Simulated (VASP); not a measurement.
# CoO in VASP: a series of runs

CoO is run at these levels: PBE; tasks: single point.

Program: VASP 6.6.1. These are calculated values, not measurements. Logs are shortened: lines on timing, memory, paths and dates and some standing lists are left out, and cuts for length are marked.

### Step 1. The cell of the first run

Symmetry: Pm-3m, No. 221, cubic system. The conventional cell has a = 2.518 Å, b = 2.518 Å, c = 2.518 Å, α = 90.00°, β = 90.00°, γ = 90.00°. Within 2.9 Å of Co (site symmetry m-3m) lie 8 O at 2.18 Å and 6 Co at 2.52 Å. O (site symmetry m-3m) has 8 Co at 2.18 Å and 6 O at 2.52 Å within 2.9 Å.

### Step 2. Single point, PBE, collinear spin, ferromagnetic start

Input file INCAR:

```
  PREC = Accurate
  ENCUT = 520
  EDIFF = 1E-6
  ISMEAR = -1
  SIGMA = 0.05
  LREAL = F
  LASPH = T
  NELM = 150
  ALGO = Normal
  ISIF = 2
  LWAVE = F
  LCHARG = T
  ISPIN = 2
  MAGMOM = 2 0
  LORBIT = 11
  LMAXMIX = 4
  GGA = PE
  LELF = T
  LVHAR = T
  NBANDS = 18
```

Input file KPOINTS:

```
regular mesh
0
Gamma
  10 10 10
```

Input file POSCAR:

```
CoO
1.0
    2.5180518654      0.0000000000      0.0000000000
    0.0000000000      2.5180518654      0.0000000000
    0.0000000000      0.0000000000      2.5180518654
Co O
1 1
Direct
    0.0000000000      0.0000000000      0.0000000000
    0.5000000000      0.5000000000      0.5000000000
```

Potentials or basis: VASP PAW PBE potentials, release 64 (Co, O).

The run is started by

```bash
> cat potpaw_PBE.64/Co/POTCAR potpaw_PBE.64/O/POTCAR > POTCAR
> mpirun -np 1 vasp_std > vasp.out
```

OUTCAR:

```text
PREC = Accurate
   ENCUT = 520
   EDIFF = 1E-6
   ISMEAR = -1
   LREAL = F
   LASPH = T
   NELM = 150
   ISIF = 2
   ISPIN = 2
   LORBIT = 11
   GGA = PE

 ion  position               nearest neighbor table
   1  0.000  0.000  0.000-   2 2.18   2 2.18   2 2.18   2 2.18   2 2.18   2 2.18   2 2.18   2 2.18

   2  0.500  0.500  0.500-   1 2.18   1 2.18   1 2.18   1 2.18   1 2.18   1 2.18   1 2.18   1 2.18

  LATTYP: Found a simple cubic cell.
 ALAT       =     2.5180518654

  Lattice vectors:

 A1 = (   2.5180518654,   0.0000000000,   0.0000000000)
 A2 = (   0.0000000000,   2.5180518654,   0.0000000000)
 A3 = (   0.0000000000,   0.0000000000,   2.5180518654)

Analysis of symmetry for initial positions (statically):
=====================================================================
 Subroutine PRICEL returns:
 Original cell was already a primitive cell.

 Routine SETGRP: Setting up the symmetry group for a
 simple cubic supercell.

 Subroutine GETGRP returns: Found 48 space group operations
 (whereof 48 operations were pure point group operations)
 out of a pool of 48 trial point group operations.

The static configuration has the point symmetry O_h .

Analysis of symmetry for dynamics (positions and initial velocities):
=====================================================================
 Subroutine PRICEL returns:
 Original cell was already a primitive cell.

 Routine SETGRP: Setting up the symmetry group for a
 simple cubic supercell.

 Subroutine GETGRP returns: Found 48 space group operations
 (whereof 48 operations were pure point group operations)
 out of a pool of 48 trial point group operations.

The dynamic configuration has the point symmetry O_h .

Analysis of structural, dynamic, and magnetic symmetry:
=====================================================================
 Subroutine PRICEL returns:
 Original cell was already a primitive cell.

 Routine SETGRP: Setting up the symmetry group for a
 simple cubic supercell.

 Subroutine GETGRP returns: Found 48 space group operations
 (whereof 48 operations were pure point group operations)
 out of a pool of 48 trial point group operations.

The overall configuration has the point symmetry O_h .

 Subroutine INISYM returns: Found 48 space group operations
 (whereof 48 operations are pure point group operations),
 and found     1 'primitive' translations

----------------------------------------------------------------------------------------

                                     Primitive cell

  volume of cell :      15.9659

  direct lattice vectors                    reciprocal lattice vectors
     2.518051865  0.000000000  0.000000000     0.397132408  0.000000000  0.000000000
     0.000000000  2.518051865  0.000000000     0.000000000  0.397132408  0.000000000
     0.000000000  0.000000000  2.518051865     0.000000000  0.000000000  0.397132408

  length of vectors
     2.518051865  2.518051865  2.518051865     0.397132408  0.397132408  0.397132408

  position of ions in fractional coordinates (direct lattice)
     0.000000000  0.000000000  0.000000000
     0.500000000  0.500000000  0.500000000

  ion indices of the primitive-cell ions
   primitive index   ion index
                 1           1
                 2           2

----------------------------------------------------------------------------------------

 KPOINTS: regular mesh

Automatic generation of k-mesh.
 Grid dimensions read from file:
 generate k-points for:   10   10   10

 Generating k-lattice:

  Cartesian coordinates                     Fractional coordinates (reciprocal lattice)
     0.039713241  0.000000000  0.000000000     0.100000000  0.000000000  0.000000000
     0.000000000  0.039713241  0.000000000     0.000000000  0.100000000  0.000000000
     0.000000000  0.000000000  0.039713241     0.000000000  0.000000000  0.100000000

  Length of vectors
     0.039713241  0.039713241  0.039713241

  Shift w.r.t. Gamma in fractional coordinates (k-lattice)
     0.000000000  0.000000000  0.000000000

 Subroutine IBZKPT returns following result:
 ===========================================

 Found     56 irreducible k-points:

 Following reciprocal coordinates:
            Coordinates               Weight
  0.000000  0.000000  0.000000      1.000000
  0.100000  0.000000  0.000000      6.000000
  0.200000  0.000000  0.000000      6.000000
  0.300000  0.000000  0.000000      6.000000
  0.400000  0.000000  0.000000      6.000000
  0.500000  0.000000  0.000000      3.000000
[... 16 lines left out ...]
  0.200000  0.100000  0.100000     24.000000
  0.300000  0.100000  0.100000     24.000000
 [... further k-points ...]
   k-points           NKPTS =     56   k-points in BZ     NKDIM =     56   number of bands    NBANDS=     18
   number of dos      NEDOS =    301   number of ions     NIONS =      2
   total plane-waves  NPLWV =   8000
   dimension x,y,z NGX =    20 NGY =   20 NGZ =   20
   dimension x,y,z NGXF=    40 NGYF=   40 NGZF=   40
   ions per type =               1   1
   NGX,Y,Z   is equivalent  to a cutoff of  13.20, 13.20, 13.20 a.u.
   NGXF,Y,Z  is equivalent  to a cutoff of  26.41, 26.41, 26.41 a.u.
 SYSTEM =  unknown system
   PREC   = accura    normal or accurate (medium, high low for compatibility)
   ISTART =      0    job   : 0-new  1-cont  2-samecut
   ICHARG =      2    charge: 1-file 2-atom 10-const
   ISPIN  =      2    spin polarized calculation?
   LNONCOLLINEAR =      F non collinear calculations
   LSORBIT =      F    spin-orbit coupling
   LASPH  =      T    aspherical Exc in radial PAW
   ENCUT  =  520.0 eV  38.22 Ry    6.18 a.u.   4.68  4.68  4.68*2*pi/ulx,y,z
   NELM   =    150;   NELMIN=  2; NELMDL= -5     # of ELM steps
   EDIFF  = 0.1E-05   stopping-criterion for ELM
   LREAL  =      F    real-space projection
   EDIFFG = 0.1E-04   stopping-criterion for IOM
   NSW    =      0    number of steps for IOM
   IBRION =     -1    ionic relax: 0-MD 1-quasi-New 2-CG
   NFREE  =      0    steps in history (QN), initial steepest desc. (CG)
   ISIF   =      2    stress and relaxation
   ISYM   =      2    0-nonsym 1-usesym 2-fastsym
   POTIM  = 0.5000    time-step for ionic-motion
   TEBEG  =    0.0;   TEEND  =   0.0 temperature during run
   PSTRESS=    0.0 pullay stress
   NELECT =      15.0000    total number of electrons
   NUPDOWN=      -1.0000    fix difference up-down
   EMIN   =  10.00;   EMAX   =-10.00  energy-range for DOS
   EFERMI =   0.00;   METHOD = LEGACY
   ISMEAR =    -1;   SIGMA  =   0.05  broadening in eV -4-tet -1-fermi 0-gaus
   EFERMI_NEDOS =   21; number of points for ismear=-14 and -15
   IALGO  =     38    algorithm
   IMIX   =      4    mixing-type and parameters
     AMIX     =   0.40;   BMIX     =  1.00
     AMIX_MAG =   1.60;   BMIX_MAG =  1.00
  volume/ion in A,a.u.               =       7.98        53.87
  Fermi-wavevector in a.u.,A,eV,Ry     =   1.603395  3.029978 34.978894  2.570876
  Thomas-Fermi vector in A             =   2.700065
   LORBIT       =     11    0 simple, 1 ext, 2 COOP (PROOUT), +10 PAW based schemes
   GGA     = PE    functional components
   LHFCALC =     F    Hartree Fock is set to
   AEXX    =    0.0000 exact exchange contribution
   IVDW    =     0    specifies the selected vdW correction
   LEPSILON=     F    determine dielectric tensor
   LRPA    =     F    only Hartree local field effects (RPA)
 spin polarized calculation
  energy-cutoff  :      520.00
  volume of cell :       15.97
 maximum number of plane-waves:       449
 NGX is ok and might be reduce to    20
   NGX =  9   NGY =  9   NGZ =  9

 number of electron      14.9999997 magnetization       2.9889981

 Free energy of the ion-electron system (eV)
  ---------------------------------------------------
  ext. energy  EPLUGINS =         0.00000000
  ---------------------------------------------------
  free energy    TOTEN  =       -12.25104399 eV

  energy without entropy =      -12.23746157  energy(sigma->0) =      -12.24425278

 E-fermi :  10.4224     XC(G=0): -13.6716

 val. band max:       10.3996558498   @ k =   0.5000   0.3000   0.0000
 cond. band min:      10.4238204565   @ k =   0.4000   0.3000   0.3000
 fundamental gap:      0.0241646066
 Fermi energy:        10.4224090238

 spin component 1

 k-point     1 :       0.0000    0.0000    0.0000
  band No.  band energies     occupation
      1     -11.0088      1.00000
      2       5.7038      1.00000
      3       5.7038      1.00000
      4       7.2411      1.00000
      5       7.2411      1.00000
      6       7.2411      1.00000
[... 10 lines left out ...]
     17      43.6054      0.00000
     18      43.6054      0.00000
[... 463 lines left out ...]
 k-point    24 :       0.3000    0.1000    0.1000
  band No.  band energies     occupation
      1      -9.8857      1.00000
      2       2.5927      1.00000
      3       5.1999      1.00000
      4       5.7083      1.00000
      5       6.3546      1.00000
      6       7.7309      1.00000
[... 10 lines left out ...]
     17      39.2344      0.00000
     18      42.3052      0.00000

 [... further k-points ...]

 spin component 2

 k-point     1 :       0.0000    0.0000    0.0000
  band No.  band energies     occupation
      1     -10.3165      1.00000
      2       7.4318      1.00000
      3       7.4318      1.00000
      4       8.0751      1.00000
      5       8.0751      1.00000
      6       8.0751      1.00000
[... 10 lines left out ...]
     17      43.8059      0.00000
     18      43.8059      0.00000
[... 463 lines left out ...]
 k-point    24 :       0.3000    0.1000    0.1000
  band No.  band energies     occupation
      1      -9.1380      1.00000
      2       3.3206      1.00000
      3       6.6072      1.00000
      4       6.9837      1.00000
      5       8.2438      1.00000
      6      10.0280      0.99963
[... 10 lines left out ...]
     17      39.7741      0.00000
     18      42.8163      0.00000

 [... further k-points ...]

------------------------ aborting loop because EDIFF is reached ----------------------------------------

  FORCE on cell =-STRESS in cart. coord.  units (eV):
  Direction    XX          YY          ZZ          XY          YZ          ZX
  --------------------------------------------------------------------------------------
  -------------------------------------------------------------------------------------
  Total        2.8388550      2.8388550      2.8388550     -0.0000000     -0.0000000     -0.0000000
  in kB      284.8785712    284.8785712    284.8785712     -0.0000000     -0.0000000     -0.0000000
  external PRESSURE =     284.8785712 kB  Pullay stress =       0.0000000 kB

 VOLUME and BASIS-vectors are now :
 -----------------------------------------------------------------------------
  energy-cutoff  :      520.00
  volume of cell :       15.97
      direct lattice vectors                 reciprocal lattice vectors
     2.518051865  0.000000000  0.000000000     0.397132408  0.000000000  0.000000000
     0.000000000  2.518051865  0.000000000     0.000000000  0.397132408  0.000000000
     0.000000000  0.000000000  2.518051865     0.000000000  0.000000000  0.397132408

 POSITION                                       TOTAL-FORCE (eV/Angst)
 -----------------------------------------------------------------------------------
      0.00000      0.00000      0.00000         0.000000      0.000000      0.000000
      1.25903      1.25903      1.25903         0.000000      0.000000      0.000000
 -----------------------------------------------------------------------------------
    total drift:                                0.000000      0.000000      0.000000

  FREE ENERGIE OF THE ION-ELECTRON SYSTEM (eV)
  ---------------------------------------------------
  free  energy   TOTEN  =       -12.2510439923 eV

  energy  without entropy=      -12.2374615710  energy(sigma->0) =      -12.24425278

 total charge

# of ion       s       p       d       tot
------------------------------------------
    1        0.329   0.432   7.245   8.007
    2        1.582   3.410   0.000   4.992
--------------------------------------------------
tot          1.911   3.843   7.245  12.999

 magnetization (x)

# of ion       s       p       d       tot
------------------------------------------
    1       -0.001   0.005   2.472   2.476
    2        0.024   0.436   0.000   0.459
--------------------------------------------------
tot          0.022   0.441   2.472   2.935
```

It took 27 s on 1 thread of Intel Xeon 6975P-C, shared host; peak memory 0.15 GiB.

Results:

```yaml
Free_energy: -12.2510 eV
Pressure: 28.5 GPa
Band_gap_on_the_k_mesh: zero (filled and empty bands overlap)
Net_moment: 2.99 μB per cell
Site_moments: Co +2.48; O +0.46 μB
Valence_electrons_inside_the_program's_atomic_spheres: Co 8.01; O 4.99
```

Caveat: a cell with one magnetic atom can't hold antiferromagnetic order, which such compounds often take; semilocal functionals often make such compounds metallic where correlation or magnetic order opens a gap, which also shifts bond lengths. With open d or f shells a metallic result of PBE can be an artefact of self-interaction; +U or a hybrid may open a gap.

### Step 3. Single point, PBE, collinear spin, ferromagnetic start

This run uses another cell than the first one, of 8.32 Å³/atom, 1.043 times its volume.

Input file INCAR:

```
PREC = Accurate
ENCUT = 520
EDIFF = 1E-6
ISMEAR = -1
SIGMA = 0.05
LREAL = False
LASPH = True
NELM = 150
ALGO = Normal
ISIF = 2
LWAVE = False
LCHARG = False
ISPIN = 2
MAGMOM = 2 0
LORBIT = 11
LMAXMIX = 4
GGA = PE
NBANDS = 18
```

KPOINTS is that of step 2.

Input file POSCAR:

```
CoO
1.0
    2.5532739357      0.0000000000      0.0000000000
    0.0000000000      2.5532739357      0.0000000000
    0.0000000000      0.0000000000      2.5532739357
Co O
1 1
Direct
    0.0000000000      0.0000000000      0.0000000000
    0.5000000000      0.5000000000      0.5000000000
```

Potentials or basis: VASP PAW PBE potentials, release 64 (Co, O).

The run is started by

```bash
> cat potpaw_PBE.64/Co/POTCAR potpaw_PBE.64/O/POTCAR > POTCAR
> mpirun -np 1 vasp_std > vasp.out
```

OUTCAR:

```text
PREC = Accurate
   ENCUT = 520
   EDIFF = 1E-6
   ISMEAR = -1
   LREAL = False
   LASPH = True
   NELM = 150
   ISIF = 2
   ISPIN = 2
   LORBIT = 11
   GGA = PE

 ion  position               nearest neighbor table
   1  0.000  0.000  0.000-   2 2.21   2 2.21   2 2.21   2 2.21   2 2.21   2 2.21   2 2.21   2 2.21

   2  0.500  0.500  0.500-   1 2.21   1 2.21   1 2.21   1 2.21   1 2.21   1 2.21   1 2.21   1 2.21

  LATTYP: Found a simple cubic cell.
 ALAT       =     2.5532739357

  Lattice vectors:

[... 1223 lines left out ...]
  external PRESSURE =     161.5771310 kB  Pullay stress =       0.0000000 kB

 VOLUME and BASIS-vectors are now :
 -----------------------------------------------------------------------------
  energy-cutoff  :      520.00
  volume of cell :       16.65
      direct lattice vectors                 reciprocal lattice vectors
     2.553273936  0.000000000  0.000000000     0.391654020  0.000000000  0.000000000
     0.000000000  2.553273936  0.000000000     0.000000000  0.391654020  0.000000000
     0.000000000  0.000000000  2.553273936     0.000000000  0.000000000  0.391654020

 POSITION                                       TOTAL-FORCE (eV/Angst)
 -----------------------------------------------------------------------------------
      0.00000      0.00000      0.00000         0.000000      0.000000      0.000000
      1.27664      1.27664      1.27664         0.000000      0.000000      0.000000
 -----------------------------------------------------------------------------------
    total drift:                                0.000000      0.000000      0.000000

  FREE ENERGIE OF THE ION-ELECTRON SYSTEM (eV)
  ---------------------------------------------------
  free  energy   TOTEN  =       -12.3472997189 eV

  energy  without entropy=      -12.3327792493  energy(sigma->0) =      -12.34003948

 total charge

# of ion       s       p       d       tot
------------------------------------------
    1        0.316   0.400   7.210   7.926
    2        1.581   3.386   0.000   4.968
--------------------------------------------------
tot          1.897   3.786   7.210  12.894

 magnetization (x)

# of ion       s       p       d       tot
------------------------------------------
    1       -0.001   0.004   2.485   2.489
    2        0.022   0.433   0.000   0.455
--------------------------------------------------
tot          0.021   0.438   2.485   2.944
```

stdout:

```text
POSCAR found type information on POSCAR CoO
 POSCAR found :  2 types and       2 ions
 scaLAPACK will be used
 LDA part: xc-table for (Slater+PW92), standard interpolation
 POSCAR, INCAR and KPOINTS ok, starting setup
 FFT: planning ... GRIDC
 FFT: planning ... GRID_SOFT
 FFT: planning ... GRID
 WAVECAR not read
 entering main loop
```

It took 26 s on 1 thread of Intel Xeon 6975P-C, shared host; peak memory 0.15 GiB.

What came out:

- Free energy: -12.3473 eV
- Pressure: 16.2 GPa
- Band gap on the k mesh: zero (filled and empty bands overlap)
- Net moment: 3.00 μB per cell
- Site moments: Co +2.49; O +0.46 μB
- Valence electrons inside the program's atomic spheres: Co 7.93; O 4.97

Levels at points of the mesh, in eV from the Fermi level:
Spin up:
| k point | band 5 | band 6 | band 7 | band 8 | band 9 | band 10 | band 11 | band 12 | band 13 | band 14 |
| --- | --- | --- | --- | --- | --- | --- | --- | --- | --- | --- |
| (0.00, 0.00, 0.00) | -3.04 | -3.04 | -2.51 | -2.51 | -2.51 | 1.22 | 15.92 | 15.92 | 21.07 | 21.07 |
| (0.50, 0.00, 0.00) | -4.17 | -2.43 | -1.57 | -0.24 | -0.24 | 6.67 | 8.74 | 16.62 | 18.36 | 18.36 |
| (0.50, 0.50, 0.00) | -3.16 | -3.16 | -3.15 | -2.05 | -1.53 | 6.14 | 11.81 | 11.81 | 17.46 | 25.37 |
| (0.50, 0.50, 0.50) | -1.48 | -1.48 | -0.20 | -0.20 | -0.20 | 6.98 | 6.98 | 6.98 | 15.90 | 22.78 |
Spin down:
```tsv
k point	band 4	band 5	band 6	band 7	band 8	band 9
(0.00, 0.00, 0.00)	-2.22	-2.22	-2.22	0.51	0.51	0.51
(0.50, 0.00, 0.00)	-3.24	-2.33	0.53	0.62	1.95	1.95
(0.50, 0.50, 0.00)	-2.37	-1.17	-0.43	-0.30	-0.30	0.74
(0.50, 0.50, 0.50)	-6.72	0.79	0.79	2.28	2.28	2.28
```

Caveat: a cell with one magnetic atom can't hold antiferromagnetic order, which such compounds often take; semilocal functionals often make such compounds metallic where correlation or magnetic order opens a gap, which also shifts bond lengths. With open d or f shells a metallic result of PBE can be an artefact of self-interaction; +U or a hybrid may open a gap.

[end of part 1 of 2]
